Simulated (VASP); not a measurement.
# Cd2Te (P-3m1) in VASP: a series of runs

Cd2Te is run at these levels: PBE; tasks: relaxation of shape and atoms at fixed volume.

All numbers are computed with VASP 6.6.1; they aren't measurements. Logs are shortened: lines on timing, memory, paths and dates and some standing lists are left out, and cuts for length are marked.

### Step 1. The cell of the first run

Symmetry: P-3m1, No. 164, trigonal system. The conventional cell has a = 4.344 Å, b = 4.344 Å, c = 5.392 Å, α = 90.00°, β = 90.00°, γ = 120.00°. Within 4.0 Å of Cd (site symmetry 3m) lie 3 Te at 3.06 Å and 3 Cd at 3.13 Å. Within 4.0 Å of Te (site symmetry -3m) lie 6 Cd at 3.06 Å.

### Step 2. Relaxation of shape and atoms at fixed volume, PBE (29.37 Å³/atom)

The input, INCAR:

```
PREC = Accurate
ENCUT = 500
EDIFF = 1E-7
ISMEAR = 0
SIGMA = 0.1
LREAL = False
LASPH = True
NELM = 120
ALGO = Normal
ISIF = 4
LWAVE = False
LCHARG = False
GGA = PE
IBRION = 2
NSW = 50
EDIFFG = -0.01
GGA_COMPAT = False
NELMIN = 4
```

The input, KPOINTS:

```
regular mesh
0
Gamma
  12 12 8
```

The input, POSCAR:

```
Cd2Te
1.0
    4.3435848976      0.0000000000      0.0000000000
   -2.1717924488      3.7616548649      0.0000000000
    0.0000000000      0.0000000000      5.3920284683
Cd Te
2 1
Direct
    0.3333333333      0.6666666667      0.3262313735
    0.6666666667      0.3333333333      0.6737686265
    0.0000000000      0.0000000000      0.0000000000
```

Potentials or basis: VASP PAW PBE potentials, release 64 (Cd, Te).

On the command line:

```bash
> cat potpaw_PBE.64/Cd/POTCAR potpaw_PBE.64/Te/POTCAR > POTCAR
> mpirun -np 1 vasp_std > vasp.out
```

OUTCAR:

```text
PREC = Accurate
   ENCUT = 500
   EDIFF = 1E-7
   ISMEAR = 0
   LREAL = False
   LASPH = True
   NELM = 120
   ISIF = 4
   GGA = PE
   IBRION = 2
   NSW = 50
   EDIFFG = -0.01
   NELMIN = 4

 ion  position               nearest neighbor table
   1  0.333  0.667  0.326-   3 3.06   3 3.06   3 3.06   2 3.13   2 3.13   2 3.13
   2  0.667  0.333  0.674-   3 3.06   3 3.06   3 3.06   1 3.13   1 3.13   1 3.13
   3  0.000  0.000  0.000-   1 3.06   2 3.06   2 3.06   1 3.06   2 3.06   1 3.06

  LATTYP: Found a hexagonal cell.
 ALAT       =     4.3435848976
 C/A-ratio  =     1.2413774786

  Lattice vectors:

 A1 = (   4.3435848976,   0.0000000000,   0.0000000000)
 A2 = (  -2.1717924488,   3.7616548649,   0.0000000000)
 A3 = (   0.0000000000,   0.0000000000,   5.3920284683)

Analysis of symmetry for initial positions (statically):
=====================================================================
 Subroutine PRICEL returns:
 Original cell was already a primitive cell.

 Routine SETGRP: Setting up the symmetry group for a
 hexagonal supercell.

 Subroutine GETGRP returns: Found 12 space group operations
 (whereof 12 operations were pure point group operations)
 out of a pool of 24 trial point group operations.

The static configuration has the point symmetry D_3d.

Analysis of symmetry for dynamics (positions and initial velocities):
=====================================================================
 Subroutine PRICEL returns:
 Original cell was already a primitive cell.

 Routine SETGRP: Setting up the symmetry group for a
 hexagonal supercell.

 Subroutine GETGRP returns: Found 12 space group operations
 (whereof 12 operations were pure point group operations)
 out of a pool of 24 trial point group operations.

The dynamic configuration has the point symmetry D_3d.

 Subroutine INISYM returns: Found 12 space group operations
 (whereof 12 operations are pure point group operations),
 and found     1 'primitive' translations

----------------------------------------------------------------------------------------

                                     Primitive cell

  volume of cell :      88.1007

  direct lattice vectors                    reciprocal lattice vectors
     4.343584898  0.000000000  0.000000000     0.230224578  0.132920222  0.000000000
    -2.171792449  3.761654865  0.000000000     0.000000000  0.265840444  0.000000000
     0.000000000  0.000000000  5.392028468     0.000000000  0.000000000  0.185458961

  length of vectors
     4.343584898  4.343584898  5.392028468     0.265840444  0.265840444  0.185458961

  position of ions in fractional coordinates (direct lattice)
     0.333333333  0.666666667  0.326231374
     0.666666667  0.333333333  0.673768626
     0.000000000  0.000000000  0.000000000

  ion indices of the primitive-cell ions
   primitive index   ion index
                 1           1
                 2           2
                 3           3

----------------------------------------------------------------------------------------

 KPOINTS: regular mesh

Automatic generation of k-mesh.
 Grid dimensions read from file:
 generate k-points for:   12   12    8

 Generating k-lattice:

  Cartesian coordinates                     Fractional coordinates (reciprocal lattice)
     0.019185381  0.011076685  0.000000000     0.083333333 -0.000000000  0.000000000
     0.000000000  0.022153370  0.000000000     0.000000000  0.083333333  0.000000000
     0.000000000  0.000000000  0.023182370     0.000000000  0.000000000  0.125000000

  Length of vectors
     0.022153370  0.022153370  0.023182370

  Shift w.r.t. Gamma in fractional coordinates (k-lattice)
     0.000000000  0.000000000  0.000000000

 Subroutine IBZKPT returns following result:
 ===========================================

 Found    131 irreducible k-points:

 Following reciprocal coordinates:
            Coordinates               Weight
  0.000000  0.000000  0.000000      1.000000
  0.083333  0.000000  0.000000      6.000000
  0.166667  0.000000  0.000000      6.000000
  0.250000  0.000000  0.000000      6.000000
  0.333333  0.000000  0.000000      6.000000
  0.416667  0.000000  0.000000      6.000000
[... 16 lines left out ...]
  0.166667  0.000000  0.125000      6.000000
  0.000000  0.166667  0.125000      6.000000
 [... further k-points ...]
   k-points           NKPTS =    131   k-points in BZ     NKDIM =    131   number of bands    NBANDS=     19
   number of dos      NEDOS =    301   number of ions     NIONS =      3
   total plane-waves  NPLWV =  40960
   dimension x,y,z NGX =    32 NGY =   32 NGZ =   40
   dimension x,y,z NGXF=    64 NGYF=   64 NGZF=   80
   ions per type =               2   1
   NGX,Y,Z   is equivalent  to a cutoff of  12.25, 12.25, 12.33 a.u.
   NGXF,Y,Z  is equivalent  to a cutoff of  24.50, 24.50, 24.67 a.u.
 SYSTEM =  unknown system
   PREC   = accura    normal or accurate (medium, high low for compatibility)
   ISTART =      0    job   : 0-new  1-cont  2-samecut
   ICHARG =      2    charge: 1-file 2-atom 10-const
   ISPIN  =      1    spin polarized calculation?
   LNONCOLLINEAR =      F non collinear calculations
   LSORBIT =      F    spin-orbit coupling
   LASPH  =      T    aspherical Exc in radial PAW
   ENCUT  =  500.0 eV  36.75 Ry    6.06 a.u.   7.92  7.92  9.83*2*pi/ulx,y,z
   NELM   =    120;   NELMIN=  4; NELMDL= -5     # of ELM steps
   EDIFF  = 0.1E-06   stopping-criterion for ELM
   LREAL  =      F    real-space projection
   EDIFFG = -.1E-01   stopping-criterion for IOM
   NSW    =     50    number of steps for IOM
   IBRION =      2    ionic relax: 0-MD 1-quasi-New 2-CG
   NFREE  =      1    steps in history (QN), initial steepest desc. (CG)
   ISIF   =      4    stress and relaxation
   ISYM   =      2    0-nonsym 1-usesym 2-fastsym
   POTIM  = 0.5000    time-step for ionic-motion
   TEBEG  =    0.0;   TEEND  =   0.0 temperature during run
   PSTRESS=    0.0 pullay stress
   NELECT =      30.0000    total number of electrons
   NUPDOWN=      -1.0000    fix difference up-down
   EMIN   =  10.00;   EMAX   =-10.00  energy-range for DOS
   EFERMI =   0.00;   METHOD = LEGACY
   ISMEAR =     0;   SIGMA  =   0.10  broadening in eV -4-tet -1-fermi 0-gaus
   EFERMI_NEDOS =   21; number of points for ismear=-14 and -15
   IALGO  =     38    algorithm
   IMIX   =      4    mixing-type and parameters
     AMIX     =   0.40;   BMIX     =  1.00
     AMIX_MAG =   1.60;   BMIX_MAG =  1.00
  volume/ion in A,a.u.               =      29.37       198.18
  Fermi-wavevector in a.u.,A,eV,Ry     =   1.143200  2.160334 17.781530  1.306906
  Thomas-Fermi vector in A             =   2.279896
   LORBIT       =      0    0 simple, 1 ext, 2 COOP (PROOUT), +10 PAW based schemes
   GGA     = PE    functional components
   LHFCALC =     F    Hartree Fock is set to
   AEXX    =    0.0000 exact exchange contribution
   IVDW    =     0    specifies the selected vdW correction
   LEPSILON=     F    determine dielectric tensor
   LRPA    =     F    only Hartree local field effects (RPA)
 conjugate gradient relaxation of ions
 non-spin polarized calculation
 Gauss-broadening in eV      SIGMA  =   0.10
  energy-cutoff  :      500.00
  volume of cell :       88.10
 maximum number of plane-waves:      2253
   NGX = 15   NGY = 15   NGZ = 19

--------------------------------------- Ionic step        1  -------------------------------------------

 number of electron      29.9999987 magnetization

 Free energy of the ion-electron system (eV)
  ---------------------------------------------------
  ext. energy  EPLUGINS =         0.00000000
  ---------------------------------------------------
  free energy    TOTEN  =        -5.01256635 eV

  energy without entropy =       -5.00851790  energy(sigma->0) =       -5.01054213

------------------------ aborting loop because EDIFF is reached ----------------------------------------

  FORCE on cell =-STRESS in cart. coord.  units (eV):
  Direction    XX          YY          ZZ          XY          YZ          ZX
  --------------------------------------------------------------------------------------
  -------------------------------------------------------------------------------------
  Total       -0.5057495     -0.5057495     -0.5380885      0.0000000      0.0000000      0.0000000
  in kB       -9.1974329     -9.1974329     -9.7855409      0.0000000      0.0000000      0.0000000
  external PRESSURE =      -9.3934689 kB  Pullay stress =       0.0000000 kB

 VOLUME and BASIS-vectors are now :
 -----------------------------------------------------------------------------
  energy-cutoff  :      500.00
  volume of cell :       88.10
      direct lattice vectors                 reciprocal lattice vectors
     4.343584898  0.000000000  0.000000000     0.230224578  0.132920222  0.000000000
    -2.171792449  3.761654865  0.000000000     0.000000000  0.265840444  0.000000000
     0.000000000  0.000000000  5.392028468     0.000000000  0.000000000  0.185458961
[... 38 lines left out ...]
 POSITION                                       TOTAL-FORCE (eV/Angst)
 -----------------------------------------------------------------------------------
     -0.00000      2.50820      1.75577         0.000000      0.000000     -0.043519
      2.17217      1.25410      3.63439        -0.000000      0.000000      0.043519
      0.00000      0.00000      0.00000         0.000000      0.000000      0.000000
 -----------------------------------------------------------------------------------
    total drift:                               -0.000000      0.000000      0.000000

  FREE ENERGIE OF THE ION-ELECTRON SYSTEM (eV)
  ---------------------------------------------------
  free  energy   TOTEN  =        -5.0128399478 eV

  energy  without entropy=       -5.0088383931  energy(sigma->0) =       -5.01083917

--------------------------------------- Ionic step        3  -------------------------------------------

 number of electron      29.9999987 magnetization

 Free energy of the ion-electron system (eV)
  ---------------------------------------------------
  ext. energy  EPLUGINS =         0.00000000
  ---------------------------------------------------
  free energy    TOTEN  =        -5.01325315 eV

  energy without entropy =       -5.00938620  energy(sigma->0) =       -5.01131968

 E-fermi :   2.8783     XC(G=0):  -9.5090

 val. band max:        2.8217920002   @ k =   0.3333   0.0833   0.1250
 cond. band min:       2.8840979343   @ k =   0.0833   0.0000   0.3750
 fundamental gap:      0.0623059341
 Fermi energy:         2.8782555098

 k-point     1 :       0.0000    0.0000    0.0000
  band No.  band energies     occupation
      1      -8.5566      2.00000
      2      -5.8237      2.00000
      3      -5.8237      2.00000
      4      -5.7136      2.00000
      5      -5.6226      2.00000
      6      -5.6226      2.00000
[... 11 lines left out ...]
     18       6.7316      0.00000
     19       7.6351      0.00000
[... 485 lines left out ...]
 k-point    24 :       0.0000    0.1667    0.1250
  band No.  band energies     occupation
      1      -8.4182      2.00000
      2      -5.8167      2.00000
      3      -5.8126      2.00000
      4      -5.6849      2.00000
      5      -5.6308      2.00000
      6      -5.5881      2.00000
[... 11 lines left out ...]
     18       6.9420      0.00000
     19       7.2290      0.00000

 [... further k-points ...]

------------------------ aborting loop because EDIFF is reached ----------------------------------------

  FORCE on cell =-STRESS in cart. coord.  units (eV):
  Direction    XX          YY          ZZ          XY          YZ          ZX
  --------------------------------------------------------------------------------------
  -------------------------------------------------------------------------------------
  Total       -0.4788552     -0.4788552     -0.4594547      0.0000000      0.0000000      0.0000000
  in kB       -8.7083393     -8.7083393     -8.3555268      0.0000000      0.0000000      0.0000000
  external PRESSURE =      -8.5907351 kB  Pullay stress =       0.0000000 kB

 VOLUME and BASIS-vectors are now :
 -----------------------------------------------------------------------------
  energy-cutoff  :      500.00
  volume of cell :       88.10
      direct lattice vectors                 reciprocal lattice vectors
     4.346506184  0.000000000  0.000000000     0.230069844  0.132830886  0.000000000
    -2.173253092  3.764184773 -0.000000000     0.000000000  0.265661773  0.000000000
     0.000000000  0.000000000  5.384782941    -0.000000000  0.000000000  0.185708507

 POSITION                                       TOTAL-FORCE (eV/Angst)
 -----------------------------------------------------------------------------------
     -0.00000      2.50946      1.74634         0.000000     -0.000000     -0.009585
      2.17325      1.25473      3.63844        -0.000000      0.000000      0.009585
      0.00000      0.00000      5.38478        -0.000000      0.000000     -0.000000
 -----------------------------------------------------------------------------------
    total drift:                               -0.000000      0.000000     -0.000000

  FREE ENERGIE OF THE ION-ELECTRON SYSTEM (eV)
  ---------------------------------------------------
  free  energy   TOTEN  =        -5.0132531476 eV

  energy  without entropy=       -5.0093862047  energy(sigma->0) =       -5.01131968

 reached required accuracy - stopping structural energy minimisation
```

It took 4.5 min on 1 thread of Oxide Virtual Turin-like, shared host; peak memory 0.31 GiB.

Results:

```
Free energy                  : -5.0133 eV
Energy gained by relaxing    : 0.2 meV/atom
Ionic steps                  : 3
Pressure after relaxing      : -0.9 GPa
Largest force after relaxing : 0.010 eV/Å
Band gap on the k mesh       : zero (bands 15 and 16 overlap by 2.62 eV)
```

Forces in eV/Å, atoms in the order of the input:
```
Cd   0.000  0.000 -0.010
Cd   0.000  0.000  0.010
Te   0.000  0.000  0.000
```

Step by step:
```tsv
step	energy change (eV)	largest force (eV/Å)	pressure (GPa)	volume (Å³)
1	0.0000	0.0554	-0.94	88.10
2	-0.0003	0.0435	-0.92	88.10
3	-0.0007	0.0096	-0.86	88.10
```

Final structure:
```cif
data_structure
_symmetry_space_group_name_H-M 'P 1'
_symmetry_Int_Tables_number 1
_cell_length_a 4.3465
_cell_length_b 4.3465
_cell_length_c 5.3848
_cell_angle_alpha 90.000
_cell_angle_beta 90.000
_cell_angle_gamma 120.000
_cell_volume 88.10
loop_
_atom_site_label
_atom_site_type_symbol
_atom_site_fract_x
_atom_site_fract_y
_atom_site_fract_z
_atom_site_occupancy
Cd1 Cd 0.33333 0.66667 0.32431 1
Cd2 Cd 0.66667 0.33333 0.67569 1
Te1 Te 0.00000 0.00000 0.00000 1
```

Caveat: spin-orbit coupling is left out, which moves the levels of the heavy elements.

(Part 1 of 2 ends here.)

The gap in the log of VASP goes by the Fermi energy; the results here count the filled bands.